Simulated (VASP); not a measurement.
**W2Cl3: single point with PBE**

W2Cl3:

```
CELL_PARAMETERS angstrom
6.94080 0.00000 0.00000
-3.47040 6.01091 0.00000
0.00000 0.00000 7.36255
ATOMIC_POSITIONS crystal
W 0.79776 0.20224 0.00000
W 0.79776 0.59551 0.00000
W 0.40449 0.20224 0.00000
W 0.00000 0.00000 0.00000
Cl 0.50141 0.49859 0.77848
Cl 0.50141 0.00281 0.77848
Cl 0.99719 0.49859 0.77848
Cl 0.50141 0.49859 0.22152
Cl 0.50141 0.00281 0.22152
Cl 0.99719 0.49859 0.22152
```

The cell was built from a structure type or drawn by symmetry, and may not be a known phase.

```yaml
Program: VASP 6.6.1
Task: single point
Functional: PBE
Potentials_or_basis: VASP PAW PBE potentials, release 64 (W_sv, Cl)
Cutoff: 520 eV
k_mesh: 6 × 6 × 4
Occupations: gaussian, width 0.1 eV
Spin: no spin polarisation
Dipole_correction: no
Further_INCAR_settings: ALGO = Normal; EDIFF = 1e-06; NBANDS = 60
```

```
Pressure               : 0.1 GPa
Largest force          : 0.078 eV/Å
Band gap on the k mesh : zero (bands 49 and 50 overlap by 0.10 eV)
```

Forces in eV/Å, atoms in the order of the input:
```
W   -0.068  0.039  0.000
W    0.000 -0.078  0.000
W    0.068  0.039  0.000
W    0.000  0.000  0.000
Cl  -0.013  0.007 -0.021
Cl   0.000 -0.015 -0.021
Cl   0.013  0.007 -0.021
Cl  -0.013  0.007  0.021
Cl   0.000 -0.015  0.021
Cl   0.013  0.007  0.021
```

Stress tensor (GPa, compression positive):
```
0.20 0.00 0.00
0.00 0.20 0.00
0.00 0.00 0.04
```

Levels at points of the mesh, in eV from the Fermi level:
```tsv
k point	band 46	band 47	band 48	band 49	band 50	band 51	band 52	band 53
(0.00, 0.00, 0.00)	-1.11	-1.03	-0.83	-0.83	0.00	0.50	0.50	1.11
(0.50, 0.00, 0.00)	-1.31	-0.59	-0.12	-0.10	-0.08	0.59	0.64	1.06
(0.00, 0.00, 0.50)	-1.10	-1.07	-0.81	-0.81	0.22	0.52	0.52	1.15
(0.50, 0.00, 0.50)	-1.32	-0.53	-0.15	-0.06	0.05	0.64	0.69	1.07
```

Wall time 6.5 min on 1 thread of Intel(R) Xeon(R) 6975P-C (Granite Rapids), on a shared host, peak memory 0.55 GiB.

Caveat: spin-orbit coupling is left out, which moves the levels of the heavy elements; this functional lacks dispersion, which binds the layers, so the pressure and a relaxed spacing across them are unreliable.
